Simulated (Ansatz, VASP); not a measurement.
**Sc: VASP beside Ansatz**

```
Sc
1.0
     0.00000    2.32086    2.32086
     2.32086    0.00000    2.32086
     2.32086    2.32086    0.00000
Sc
1
Direct
  0.00000 0.00000 0.00000
```

Alike in both runs: task relaxation of cell and atoms; functional PBEsol; k mesh 12 × 12 × 12; occupations fermi-dirac, width 0.1 eV; no spin polarisation.

|  | VASP | Ansatz |
| --- | --- | --- |
| version | VASP 6.6.1 | Ansatz 0.2.0 |
| potentials or method | VASP PAW PBE potentials, release 64 (Sc_sv), cutoff 500 eV | plane waves (420 eV) with PAW, scalar-relativistic |
| valence electrons in the cell | 11 | 11 |

```csv
,VASP,Ansatz,Ansatz less VASP
relaxed volume (Å³/atom),23.70,23.70,+0.002
relaxed cell length with the largest relative difference (Å),3.224,3.224,+0.0001
```

VASP's potentials were made for PBE, not for PBEsol, and Ansatz warns of the same on its side.
